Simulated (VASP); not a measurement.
# BaTe (Fm-3m) in VASP: notebook, part 2 of 2

VASP 6.6.1. The steps go on from the part before.

**3. Single point, PBE0**

Contents of POSCAR:

```
BaTe
1.0
    0.0000000000      3.5323868409      3.5323868409
    3.5323868409      0.0000000000      3.5323868409
    3.5323868409      3.5323868409      0.0000000000
Ba Te
1 1
Direct
    0.0000000000      0.0000000000      0.0000000000
    0.5000000000      0.5000000000      0.5000000000
```

Contents of INCAR.step1:

```
  PREC = Accurate
  ENCUT = 520
  EDIFF = 1E-5
  ISMEAR = 0
  SIGMA = 0.01
  LREAL = False
  LASPH = True
  NELM = 100
  ALGO = Normal
  ISIF = 2
  LWAVE = True
  LCHARG = False
  NBANDS = 15
  GGA = PE
```

Contents of INCAR.step2:

```
  PREC = Accurate
  ENCUT = 520
  EDIFF = 1E-6
  ISMEAR = 0
  SIGMA = 0.01
  LREAL = False
  LASPH = True
  NELM = 100
  ALGO = Normal
  ISIF = 2
  LWAVE = False
  LCHARG = False
  GGA = PE
  LHFCALC = True
  AEXX = 0.25
  PRECFOCK = Normal
  NBANDS = 15
  ISTART = 1
```

Contents of KPOINTS:

```
Automatic mesh
0
Gamma
  4 4 4
```

Potentials or basis: VASP PAW PBE potentials, release 64 (Ba_sv, Te).

The run is started by

```
$ cat potpaw_PBE.64/Ba_sv/POTCAR potpaw_PBE.64/Te/POTCAR > POTCAR
$ cp INCAR.step1 INCAR
$ mpirun -np 1 vasp_std > vasp.out
$ cp INCAR.step2 INCAR
$ mpirun -np 1 vasp_std > vasp.out
```

OUTCAR:

```text
PREC = Accurate
   ENCUT = 520
   EDIFF = 1E-6
   ISMEAR = 0
   LREAL = False
   LASPH = True
   NELM = 100
   ISIF = 2
   GGA = PE
   LHFCALC = True
   AEXX = 0.25
   PRECFOCK = Normal
   ISTART = 1

 ion  position               nearest neighbor table
   1  0.000  0.000  0.000-   2 3.53   2 3.53   2 3.53   2 3.53   2 3.53   2 3.53
   2  0.500  0.500  0.500-   1 3.53   1 3.53   1 3.53   1 3.53   1 3.53   1 3.53

  LATTYP: Found a face centered cubic cell.
 ALAT       =     7.0647736818

  Lattice vectors:

 A1 = (   0.0000000000,   3.5323868409,   3.5323868409)
 A2 = (   3.5323868409,   0.0000000000,   3.5323868409)
 A3 = (   3.5323868409,   3.5323868409,   0.0000000000)

Analysis of symmetry for initial positions (statically):
=====================================================================
 Subroutine PRICEL returns:
 Original cell was already a primitive cell.

 Routine SETGRP: Setting up the symmetry group for a
 face centered cubic supercell.

 Subroutine GETGRP returns: Found 48 space group operations
 (whereof 48 operations were pure point group operations)
 out of a pool of 48 trial point group operations.

The static configuration has the point symmetry O_h .

Analysis of symmetry for dynamics (positions and initial velocities):
=====================================================================
 Subroutine PRICEL returns:
 Original cell was already a primitive cell.

 Routine SETGRP: Setting up the symmetry group for a
 face centered cubic supercell.

 Subroutine GETGRP returns: Found 48 space group operations
 (whereof 48 operations were pure point group operations)
 out of a pool of 48 trial point group operations.

The dynamic configuration has the point symmetry O_h .

 Subroutine INISYM returns: Found 48 space group operations
 (whereof 48 operations are pure point group operations),
 and found     1 'primitive' translations

----------------------------------------------------------------------------------------

                                     Primitive cell

  volume of cell :      88.1525

  direct lattice vectors                    reciprocal lattice vectors
     0.000000000  3.532386841  3.532386841    -0.141547351  0.141547351  0.141547351
     3.532386841  0.000000000  3.532386841     0.141547351 -0.141547351  0.141547351
     3.532386841  3.532386841  0.000000000     0.141547351  0.141547351 -0.141547351

  length of vectors
     4.995549378  4.995549378  4.995549378     0.245167204  0.245167204  0.245167204

  position of ions in fractional coordinates (direct lattice)
     0.000000000  0.000000000  0.000000000
     0.500000000  0.500000000  0.500000000

  ion indices of the primitive-cell ions
   primitive index   ion index
                 1           1
                 2           2

----------------------------------------------------------------------------------------

 KPOINTS: Automatic mesh

Automatic generation of k-mesh.
 Grid dimensions read from file:
 generate k-points for:    4    4    4

 Generating k-lattice:
[... 32 lines left out ...]
   ions per type =               1   1
   NGX,Y,Z   is equivalent  to a cutoff of  13.31, 13.31, 13.31 a.u.
   NGXF,Y,Z  is equivalent  to a cutoff of  26.62, 26.62, 26.62 a.u.
 SYSTEM =  unknown system
   PREC   = accura    normal or accurate (medium, high low for compatibility)
   ISTART =      1    job   : 0-new  1-cont  2-samecut
   ICHARG =      0    charge: 1-file 2-atom 10-const
   ISPIN  =      1    spin polarized calculation?
   LNONCOLLINEAR =      F non collinear calculations
   LSORBIT =      F    spin-orbit coupling
   LASPH  =      T    aspherical Exc in radial PAW
   ENCUT  =  520.0 eV  38.22 Ry    6.18 a.u.   9.29  9.29  9.29*2*pi/ulx,y,z
   NELM   =    100;   NELMIN=  2; NELMDL=  0     # of ELM steps
   EDIFF  = 0.1E-05   stopping-criterion for ELM
   LREAL  =      F    real-space projection
   EDIFFG = 0.1E-04   stopping-criterion for IOM
   NSW    =      0    number of steps for IOM
   IBRION =     -1    ionic relax: 0-MD 1-quasi-New 2-CG
   NFREE  =      0    steps in history (QN), initial steepest desc. (CG)
   ISIF   =      2    stress and relaxation
   ISYM   =      3    0-nonsym 1-usesym 2-fastsym
   POTIM  = 0.5000    time-step for ionic-motion
   TEBEG  =    0.0;   TEEND  =   0.0 temperature during run
   PSTRESS=    0.0 pullay stress
   NELECT =      16.0000    total number of electrons
   NUPDOWN=      -1.0000    fix difference up-down
   EMIN   =  10.00;   EMAX   =-10.00  energy-range for DOS
   EFERMI =   0.00;   METHOD = LEGACY
   ISMEAR =     0;   SIGMA  =   0.01  broadening in eV -4-tet -1-fermi 0-gaus
   EFERMI_NEDOS =   21; number of points for ismear=-14 and -15
   IALGO  =     38    algorithm
   IMIX   =      1    mixing-type and parameters
     AMIX     =   0.40;   BMIX     =  1.00
     AMIX_MAG =   1.60;   BMIX_MAG =  1.00
  volume/ion in A,a.u.               =      44.08       297.44
  Fermi-wavevector in a.u.,A,eV,Ry     =   0.926908  1.751602 11.689557  0.859158
  Thomas-Fermi vector in A             =   2.052921
   LORBIT       =      0    0 simple, 1 ext, 2 COOP (PROOUT), +10 PAW based schemes
   GGA     = PE    functional components
   LHFCALC =     T    Hartree Fock is set to
   PRECFOCK=normal    Normal, Fast or Accurate (Low or Medium for compatibility)
   ENCUT4O =  -1.0   cutoff for four orbital integrals eV
   NKREDX  =     1    reduce k-point grid by
   NKREDY  =     1    reduce k-point grid by
   NKREDZ  =     1    reduce k-point grid by
   AEXX    =    0.2500 exact exchange contribution
   HFSCREEN=    0.0000 screening length (either q_TF or 0.3 A-1)
   HFSCREENC=   0.0000 screening length for correlation (either q_TF or 0.3 A-1)
   ENCUTFOCK=  -1.0 apply spherical cutoff to Coloumb kernel
   IVDW    =     0    specifies the selected vdW correction
   LEPSILON=     F    determine dielectric tensor
   LRPA    =     F    only Hartree local field effects (RPA)
 non-spin polarized calculation
 Gauss-broadening in eV      SIGMA  =   0.01
  energy-cutoff  :      520.00
  volume of cell :       88.15
 maximum number of plane-waves:      2421
 NGX is ok and might be reduce to    40
  NGX = 28; NGY = 28; NGZ = 28

 number of electron      16.0000000 magnetization

 Free energy of the ion-electron system (eV)
  ---------------------------------------------------
  ext. energy  EPLUGINS =         0.00000000
  ---------------------------------------------------
  free energy    TOTEN  =       -10.37173231 eV

  energy without entropy =      -10.37173231  energy(sigma->0) =      -10.37173231

 E-fermi :   1.3028     XC(G=0):  -6.4545

 val. band max:        1.2348953089   @ k =   0.0000   0.0000   0.0000
 cond. band min:       4.2134415084   @ k =   0.5000   0.5000   0.0000
 fundamental gap:      2.9785461995
 Fermi energy:         1.3027628609

 k-point     1 :       0.0000    0.0000    0.0000
  band No.  band energies     occupation
      1     -27.8203      2.00000
      2     -11.8999      2.00000
      3     -11.8998      2.00000
      4     -11.8998      2.00000
      5      -9.1568      2.00000
      6       1.2349      2.00000
      7       1.2349      2.00000
      8       1.2349      2.00000
      9       5.4421      0.00000
     10       5.7325      0.00000
     11       5.7325      0.00000
     12       5.7325      0.00000
     13       6.3305      0.00000
     14       6.3305      0.00000
[... 113 lines left out ...]
      2     -12.0554      2.00000
      3     -12.0497      2.00000
      4     -12.0497      2.00000
      5      -8.7022      2.00000
      6      -0.1141      2.00000
      7       0.1904      2.00000
      8       0.1904      2.00000
      9       6.2974      0.00000
     10       6.2974      0.00000
     11       7.6046      0.00000
     12       7.9696      0.00000
     13       8.7356      0.00000
     14      10.9555      0.00000
     15      11.0614      0.00000

------------------------ aborting loop because EDIFF is reached ----------------------------------------

  FORCE on cell =-STRESS in cart. coord.  units (eV):
  Direction    XX          YY          ZZ          XY          YZ          ZX
  --------------------------------------------------------------------------------------
  -------------------------------------------------------------------------------------
  Total       -0.0488977     -0.0488977     -0.0488977      0.0000000      0.0000000      0.0000000
  in kB       -0.8887177     -0.8887177     -0.8887177      0.0000000      0.0000000      0.0000000
  external PRESSURE =      -0.8887177 kB  Pullay stress =       0.0000000 kB

 VOLUME and BASIS-vectors are now :
 -----------------------------------------------------------------------------
  energy-cutoff  :      520.00
  volume of cell :       88.15
      direct lattice vectors                 reciprocal lattice vectors
     0.000000000  3.532386841  3.532386841    -0.141547351  0.141547351  0.141547351
     3.532386841  0.000000000  3.532386841     0.141547351 -0.141547351  0.141547351
     3.532386841  3.532386841  0.000000000     0.141547351  0.141547351 -0.141547351

 POSITION                                       TOTAL-FORCE (eV/Angst)
 -----------------------------------------------------------------------------------
      0.00000      0.00000      0.00000         0.000000      0.000000      0.000000
      3.53239      3.53239      3.53239         0.000000      0.000000     -0.000000
 -----------------------------------------------------------------------------------
    total drift:                               -0.000000     -0.000000     -0.000000

  FREE ENERGIE OF THE ION-ELECTRON SYSTEM (eV)
  ---------------------------------------------------
  free  energy   TOTEN  =       -10.3717323129 eV

  energy  without entropy=      -10.3717323129  energy(sigma->0) =      -10.37173231
```

Wall time 14 min (1 thread of AMD EPYC 7R43 (Zen 3), shared host); peak memory 0.22 GiB.

Results:

```
Free energy            : -10.3717 eV
Pressure               : -0.1 GPa
Band gap on the k mesh : 2.98 eV (least direct gap 3.42 eV)
```

Caveat: the PAW data sets were made with another functional, which shifts forces and pressure a little; spin-orbit coupling is left out, which moves the levels of the heavy elements. A k mesh can miss the band edges.
